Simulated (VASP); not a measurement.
# GaP (F-43m) in VASP: notebook, part 2 of 3

VASP 6.6.1. The steps go on from the part before.

**3. Single point, LDA**

This run uses another cell than the first one, of 19.59 Å³/atom, 0.974 times its volume.

Input file INCAR:

```
  ALGO = Normal
  EDIFF = 1E-7
  ENCUT = 520
  GGA = CA
  ISIF = 2
  ISMEAR = -1
  LASPH = True
  LCHARG = False
  LREAL = False
  LWAVE = False
  NBANDS = 16
  NELM = 80
  PREC = Accurate
  SIGMA = 0.02
```

Input file KPOINTS:

```
k-points
0
Gamma
  8 8 8
```

Input file POSCAR:

```
GaP
1.0
    0.0000000000      2.6957056963      2.6957056963
    2.6957056963      0.0000000000      2.6957056963
    2.6957056963      2.6957056963      0.0000000000
Ga P
1 1
Direct
    0.0000000000      0.0000000000      0.0000000000
    0.2500000000      0.2500000000      0.2500000000
```

Potentials or basis: VASP PAW LDA potentials, release 64 (Ga_d, P).

Run with:

```sh
$ cat potpaw_LDA.64/Ga_d/POTCAR potpaw_LDA.64/P/POTCAR > POTCAR
$ mpirun -np 1 vasp_std > vasp.out
```

OUTCAR:

```text
EDIFF = 1E-7
   ENCUT = 520
   GGA = CA
   ISIF = 2
   ISMEAR = -1
   LASPH = True
   LREAL = False
   NELM = 80
   PREC = Accurate

 ion  position               nearest neighbor table
   1  0.000  0.000  0.000-   2 2.33   2 2.33   2 2.33   2 2.33
   2  0.250  0.250  0.250-   1 2.33   1 2.33   1 2.33   1 2.33

  LATTYP: Found a face centered cubic cell.
 ALAT       =     5.3914113926

  Lattice vectors:

 A1 = (   0.0000000000,   2.6957056963,   2.6957056963)
 A2 = (   2.6957056963,   0.0000000000,   2.6957056963)
 A3 = (   2.6957056963,   2.6957056963,   0.0000000000)

Analysis of symmetry for initial positions (statically):
=====================================================================
 Subroutine PRICEL returns:
 Original cell was already a primitive cell.

 Routine SETGRP: Setting up the symmetry group for a
 face centered cubic supercell.

 Subroutine GETGRP returns: Found 24 space group operations
 (whereof 24 operations were pure point group operations)
 out of a pool of 48 trial point group operations.

The static configuration has the point symmetry T_d .

Analysis of symmetry for dynamics (positions and initial velocities):
=====================================================================
 Subroutine PRICEL returns:
 Original cell was already a primitive cell.

 Routine SETGRP: Setting up the symmetry group for a
 face centered cubic supercell.

 Subroutine GETGRP returns: Found 24 space group operations
 (whereof 24 operations were pure point group operations)
 out of a pool of 48 trial point group operations.

The dynamic configuration has the point symmetry T_d .

 Subroutine INISYM returns: Found 24 space group operations
 (whereof 24 operations are pure point group operations),
 and found     1 'primitive' translations

----------------------------------------------------------------------------------------

                                     Primitive cell

  volume of cell :      39.1785

  direct lattice vectors                    reciprocal lattice vectors
     0.000000000  2.695705696  2.695705696    -0.185480188  0.185480188  0.185480188
     2.695705696  0.000000000  2.695705696     0.185480188 -0.185480188  0.185480188
     2.695705696  2.695705696  0.000000000     0.185480188  0.185480188 -0.185480188

  length of vectors
     3.812303556  3.812303556  3.812303556     0.321261110  0.321261110  0.321261110

  position of ions in fractional coordinates (direct lattice)
     0.000000000  0.000000000  0.000000000
     0.250000000  0.250000000  0.250000000

  ion indices of the primitive-cell ions
   primitive index   ion index
                 1           1
                 2           2

----------------------------------------------------------------------------------------

 KPOINTS: k-points

Automatic generation of k-mesh.
 Grid dimensions read from file:
 generate k-points for:    8    8    8

 Generating k-lattice:

  Cartesian coordinates                     Fractional coordinates (reciprocal lattice)
    -0.023185024  0.023185024  0.023185024     0.125000000  0.000000000  0.000000000
     0.023185024 -0.023185024  0.023185024     0.000000000  0.125000000  0.000000000
     0.023185024  0.023185024 -0.023185024     0.000000000  0.000000000  0.125000000

  Length of vectors
     0.040157639  0.040157639  0.040157639

  Shift w.r.t. Gamma in fractional coordinates (k-lattice)
     0.000000000  0.000000000  0.000000000

 Subroutine IBZKPT returns following result:
 ===========================================

 Found     29 irreducible k-points:

 Following reciprocal coordinates:
            Coordinates               Weight
  0.000000  0.000000  0.000000      1.000000
  0.125000  0.000000  0.000000      8.000000
  0.250000  0.000000  0.000000      8.000000
  0.375000  0.000000  0.000000      8.000000
  0.500000  0.000000  0.000000      4.000000
  0.125000  0.125000  0.000000      6.000000
[... 16 lines left out ...]
  0.500000  0.250000  0.125000     48.000000
 -0.375000  0.250000  0.125000     24.000000
 [... further k-points ...]
   k-points           NKPTS =     29   k-points in BZ     NKDIM =     29   number of bands    NBANDS=     16
   number of dos      NEDOS =    301   number of ions     NIONS =      2
   total plane-waves  NPLWV =  21952
   dimension x,y,z NGX =    28 NGY =   28 NGZ =   28
   dimension x,y,z NGXF=    56 NGYF=   56 NGZF=   56
   ions per type =               1   1
   NGX,Y,Z   is equivalent  to a cutoff of  12.21, 12.21, 12.21 a.u.
   NGXF,Y,Z  is equivalent  to a cutoff of  24.42, 24.42, 24.42 a.u.
 SYSTEM =  unknown system
   PREC   = accura    normal or accurate (medium, high low for compatibility)
   ISTART =      0    job   : 0-new  1-cont  2-samecut
   ICHARG =      2    charge: 1-file 2-atom 10-const
   ISPIN  =      1    spin polarized calculation?
   LNONCOLLINEAR =      F non collinear calculations
   LSORBIT =      F    spin-orbit coupling
   LASPH  =      T    aspherical Exc in radial PAW
   ENCUT  =  520.0 eV  38.22 Ry    6.18 a.u.   7.09  7.09  7.09*2*pi/ulx,y,z
   NELM   =     80;   NELMIN=  2; NELMDL= -5     # of ELM steps
   EDIFF  = 0.1E-06   stopping-criterion for ELM
   LREAL  =      F    real-space projection
   EDIFFG = 0.1E-05   stopping-criterion for IOM
   NSW    =      0    number of steps for IOM
   IBRION =     -1    ionic relax: 0-MD 1-quasi-New 2-CG
   NFREE  =      0    steps in history (QN), initial steepest desc. (CG)
   ISIF   =      2    stress and relaxation
   ISYM   =      2    0-nonsym 1-usesym 2-fastsym
   POTIM  = 0.5000    time-step for ionic-motion
   TEBEG  =    0.0;   TEEND  =   0.0 temperature during run
   PSTRESS=    0.0 pullay stress
   NELECT =      18.0000    total number of electrons
   NUPDOWN=      -1.0000    fix difference up-down
   EMIN   =  10.00;   EMAX   =-10.00  energy-range for DOS
   EFERMI =   0.00;   METHOD = LEGACY
   ISMEAR =    -1;   SIGMA  =   0.02  broadening in eV -4-tet -1-fermi 0-gaus
   EFERMI_NEDOS =   21; number of points for ismear=-14 and -15
   IALGO  =     38    algorithm
   IMIX   =      4    mixing-type and parameters
     AMIX     =   0.40;   BMIX     =  1.00
     AMIX_MAG =   1.60;   BMIX_MAG =  1.00
  volume/ion in A,a.u.               =      19.59       132.19
  Fermi-wavevector in a.u.,A,eV,Ry     =   1.263232  2.387163 21.711573  1.595756
  Thomas-Fermi vector in A             =   2.396600
   LORBIT       =      0    0 simple, 1 ext, 2 COOP (PROOUT), +10 PAW based schemes
   GGA     = CA    functional components
   LHFCALC =     F    Hartree Fock is set to
   AEXX    =    0.0000 exact exchange contribution
   IVDW    =     0    specifies the selected vdW correction
   LEPSILON=     F    determine dielectric tensor
   LRPA    =     F    only Hartree local field effects (RPA)
 non-spin polarized calculation
  energy-cutoff  :      520.00
  volume of cell :       39.18
 maximum number of plane-waves:      1067
   NGX = 15   NGY = 15   NGZ = 15

 number of electron      17.9999998 magnetization

 Free energy of the ion-electron system (eV)
  ---------------------------------------------------
  ext. energy  EPLUGINS =         0.00000000
  ---------------------------------------------------
  free energy    TOTEN  =       -10.45076840 eV

  energy without entropy =      -10.45076840  energy(sigma->0) =      -10.45076840

 E-fermi :   5.2464     XC(G=0): -10.3105

 val. band max:        4.8480725107   @ k =   0.0000   0.0000   0.0000
 cond. band min:       6.2776993417   @ k =   0.5000   0.5000   0.0000
 fundamental gap:      1.4296268310
 Fermi energy:         5.2464441686

 k-point     1 :       0.0000    0.0000    0.0000
  band No.  band energies     occupation
      1      -9.9179      2.00000
      2      -9.9179      2.00000
      3      -9.9179      2.00000
      4      -9.8096      2.00000
      5      -9.8096      2.00000
      6      -7.9120      2.00000
[... 8 lines left out ...]
     15      14.6920      0.00000
     16      14.6920      0.00000
[... 419 lines left out ...]
 k-point    24 :      -0.3750    0.2500    0.1250
  band No.  band energies     occupation
      1     -10.0100      2.00000
      2      -9.8847      2.00000
      3      -9.8709      2.00000
      4      -9.8157      2.00000
      5      -9.8017      2.00000
      6      -5.2878      2.00000
[... 8 lines left out ...]
     15      16.8436      0.00000
     16      17.4324      0.00000

 [... further k-points ...]

------------------------ aborting loop because EDIFF is reached ----------------------------------------

  FORCE on cell =-STRESS in cart. coord.  units (eV):
  Direction    XX          YY          ZZ          XY          YZ          ZX
  --------------------------------------------------------------------------------------
  -------------------------------------------------------------------------------------
  Total        0.0283197      0.0283197      0.0283197      0.0000000      0.0000000     -0.0000000
  in kB        1.1581142      1.1581142      1.1581142      0.0000000      0.0000000     -0.0000000
  external PRESSURE =       1.1581142 kB  Pullay stress =       0.0000000 kB

 VOLUME and BASIS-vectors are now :
 -----------------------------------------------------------------------------
  energy-cutoff  :      520.00
  volume of cell :       39.18
      direct lattice vectors                 reciprocal lattice vectors
     0.000000000  2.695705696  2.695705696    -0.185480188  0.185480188  0.185480188
     2.695705696  0.000000000  2.695705696     0.185480188 -0.185480188  0.185480188
     2.695705696  2.695705696  0.000000000     0.185480188  0.185480188 -0.185480188

 POSITION                                       TOTAL-FORCE (eV/Angst)
 -----------------------------------------------------------------------------------
      0.00000      0.00000      0.00000         0.000000      0.000000      0.000000
      1.34785      1.34785      1.34785        -0.000000     -0.000000     -0.000000
 -----------------------------------------------------------------------------------
    total drift:                                0.000000      0.000000      0.000000

  FREE ENERGIE OF THE ION-ELECTRON SYSTEM (eV)
  ---------------------------------------------------
  free  energy   TOTEN  =       -10.4507683996 eV

  energy  without entropy=      -10.4507683996  energy(sigma->0) =      -10.45076840
```

OSZICAR:

```text
N       E                     dE             d eps       ncg     rms          rms(c)
DAV:   1     0.833067451955E+02    0.83307E+02   -0.90984E+03   952   0.163E+03
DAV:   2    -0.409349108208E+01   -0.87400E+02   -0.82919E+02  1056   0.322E+02
DAV:   3    -0.106764196630E+02   -0.65829E+01   -0.65622E+01  1176   0.676E+01
DAV:   4    -0.107830181295E+02   -0.10660E+00   -0.10657E+00  1152   0.926E+00
DAV:   5    -0.107851356402E+02   -0.21175E-02   -0.21175E-02  1184   0.119E+00    0.449E+00
DAV:   6    -0.105062299288E+02    0.27891E+00   -0.36497E-01  1472   0.106E+01    0.289E+00
DAV:   7    -0.104555033028E+02    0.50727E-01   -0.89689E-02  1264   0.212E+00    0.108E+00
DAV:   8    -0.104508058946E+02    0.46974E-02   -0.11842E-02  1072   0.120E+00    0.211E-01
DAV:   9    -0.104507641541E+02    0.41740E-04   -0.10214E-03  1376   0.409E-01    0.622E-02
DAV:  10    -0.104507624998E+02    0.16544E-05   -0.55851E-05  1392   0.894E-02    0.262E-02
DAV:  11    -0.104507686981E+02   -0.61983E-05   -0.98227E-06  1184   0.455E-02    0.852E-03
DAV:  12    -0.104507684398E+02    0.25827E-06   -0.55217E-07  1136   0.802E-03    0.587E-03
DAV:  13    -0.104507683996E+02    0.40230E-07   -0.25060E-07  1120   0.490E-03
   1 F= -.10450768E+02 E0= -.10450768E+02  d E =-.109629E-10
```

stdout:

```text
POSCAR found type information on POSCAR GaP
 POSCAR found :  2 types and       2 ions
 scaLAPACK will be used
 LDA part: xc-table for (Slater(with rela. corr.)+CA(PZ))
 , standard interpolation
 POSCAR, INCAR and KPOINTS ok, starting setup
 FFT: planning ... GRIDC
 FFT: planning ... GRID_SOFT
 FFT: planning ... GRID
 WAVECAR not read
 entering main loop
```

Wall time 13 s (1 thread of Intel Xeon 6975P-C (Granite Rapids), shared host); peak memory 0.14 GiB.

What came out:

* Free energy: -10.4508 eV
* Pressure: 0.1 GPa
* Band gap on the k mesh: 1.43 eV, indirect (least direct gap 1.91 eV)

Levels at points of the mesh, in eV from the valence-band top:
| k point | band 7 | band 8 | band 9 | band 10 | band 11 | band 12 |
| --- | --- | --- | --- | --- | --- | --- |
| (0.00, 0.00, 0.00) | 0.00 | 0.00 | 0.00 | 1.91 | 3.78 | 3.78 |
| (0.50, 0.00, 0.00) | -6.90 | -1.18 | -1.18 | 1.62 | 4.62 | 4.62 |
| (0.50, 0.50, 0.00) | -7.00 | -2.82 | -2.82 | 1.43 | 1.65 | 10.70 |

**4. Single point, PBE**

This run uses another cell than the first one, of 20.86 Å³/atom, 1.037 times its volume.

Input file INCAR:

```
SYSTEM = GaP
ALGO = Normal ; EDIFF = 1E-6
ENCUT = 520 ; GGA = PE
ISIF = 2 ; ISMEAR = -1
LASPH = .True. ; LCHARG = .False.
LREAL = .False. ; LWAVE = .False.
NBANDS = 16 ; NELM = 100
PREC = Accurate ; SIGMA = 0.02
```

Input file KPOINTS:

```
k-points
0
Gamma
  8 8 8
  0 0 0
```

Input file POSCAR:

```
GaP
1.0
    0.0000000000      2.7527919557      2.7527919557
    2.7527919557      0.0000000000      2.7527919557
    2.7527919557      2.7527919557      0.0000000000
Ga P
1 1
Direct
    0.0000000000      0.0000000000      0.0000000000
    0.2500000000      0.2500000000      0.2500000000
```

Potentials or basis: VASP PAW PBE potentials, release 64 (Ga_d, P).

Run with:

```sh
$ cat potpaw_PBE.64/Ga_d/POTCAR potpaw_PBE.64/P/POTCAR > POTCAR
$ mpirun -np 1 vasp_std > vasp.out
```

OUTCAR:

```text
SYSTEM = GaP
   EDIFF = 1E-6
   ENCUT = 520
   GGA = PE
   ISIF = 2
   ISMEAR = -1
   LASPH = .True.
   LREAL = .False.
   NELM = 100
   PREC = Accurate

 ion  position               nearest neighbor table
   1  0.000  0.000  0.000-   2 2.38   2 2.38   2 2.38   2 2.38
   2  0.250  0.250  0.250-   1 2.38   1 2.38   1 2.38   1 2.38

  LATTYP: Found a face centered cubic cell.
 ALAT       =     5.5055839114

  Lattice vectors:

 A1 = (   0.0000000000,   2.7527919557,   2.7527919557)
[... 642 lines left out ...]
------------------------ aborting loop because EDIFF is reached ----------------------------------------

  FORCE on cell =-STRESS in cart. coord.  units (eV):
  Direction    XX          YY          ZZ          XY          YZ          ZX
  --------------------------------------------------------------------------------------
  -------------------------------------------------------------------------------------
  Total       -0.0120337     -0.0120337     -0.0120337     -0.0000000      0.0000000      0.0000000
  in kB       -0.4621260     -0.4621260     -0.4621260     -0.0000000      0.0000000      0.0000000
  external PRESSURE =      -0.4621260 kB  Pullay stress =       0.0000000 kB

 VOLUME and BASIS-vectors are now :
 -----------------------------------------------------------------------------
  energy-cutoff  :      520.00
  volume of cell :       41.72
      direct lattice vectors                 reciprocal lattice vectors
     0.000000000  2.752791956  2.752791956    -0.181633777  0.181633777  0.181633777
     2.752791956  0.000000000  2.752791956     0.181633777 -0.181633777  0.181633777
     2.752791956  2.752791956  0.000000000     0.181633777  0.181633777 -0.181633777

 POSITION                                       TOTAL-FORCE (eV/Angst)
 -----------------------------------------------------------------------------------
      0.00000      0.00000      0.00000         0.000000      0.000000      0.000000
      1.37640      1.37640      1.37640        -0.000000     -0.000000     -0.000000
 -----------------------------------------------------------------------------------
    total drift:                                0.000002      0.000002      0.000002

  FREE ENERGIE OF THE ION-ELECTRON SYSTEM (eV)
  ---------------------------------------------------
  free  energy   TOTEN  =        -9.1255819083 eV

  energy  without entropy=       -9.1255819083  energy(sigma->0) =       -9.12558191
```

OSZICAR:

```text
N       E                     dE             d eps       ncg     rms          rms(c)
DAV:   1     0.821015817355E+02    0.82102E+02   -0.88835E+03   944   0.155E+03
DAV:   2    -0.301532510407E+01   -0.85117E+02   -0.80681E+02  1040   0.315E+02
DAV:   3    -0.928434925988E+01   -0.62690E+01   -0.62502E+01  1120   0.653E+01
DAV:   4    -0.938456200881E+01   -0.10021E+00   -0.10018E+00  1152   0.911E+00
DAV:   5    -0.938643786037E+01   -0.18759E-02   -0.18757E-02  1208   0.110E+00    0.411E+00
DAV:   6    -0.914947933187E+01    0.23696E+00   -0.37703E-01  1400   0.101E+01    0.270E+00
DAV:   7    -0.912468915564E+01    0.24790E-01   -0.89696E-02  1272   0.196E+00    0.109E+00
DAV:   8    -0.912502765901E+01   -0.33850E-03   -0.12908E-02  1104   0.136E+00    0.174E-01
DAV:   9    -0.912543060107E+01   -0.40294E-03   -0.13042E-03  1200   0.506E-01    0.818E-02
DAV:  10    -0.912550791816E+01   -0.77317E-04   -0.11255E-04  1408   0.109E-01    0.412E-02
DAV:  11    -0.912558227389E+01   -0.74356E-04   -0.10261E-04  1104   0.830E-02    0.500E-03
DAV:  12    -0.912558190831E+01    0.36558E-06   -0.28366E-06  1112   0.215E-02
   1 F= -.91255819E+01 E0= -.91255819E+01  d E =-.424631E-12
```

stdout:

```text
POSCAR found type information on POSCAR GaP
 POSCAR found :  2 types and       2 ions
 scaLAPACK will be used
 LDA part: xc-table for (Slater+PW92), standard interpolation
 POSCAR, INCAR and KPOINTS ok, starting setup
 FFT: planning ... GRIDC
 FFT: planning ... GRID_SOFT
 FFT: planning ... GRID
 WAVECAR not read
 entering main loop
```

It took 17 s on 1 thread of Intel Xeon 6975P-C (Granite Rapids), shared host; peak memory 0.16 GiB.

What came out:

```
Free energy            : -9.1256 eV
Pressure               : 0.0 GPa
Band gap on the k mesh : 1.58 eV, direct
```

[end of part 2 of 3]
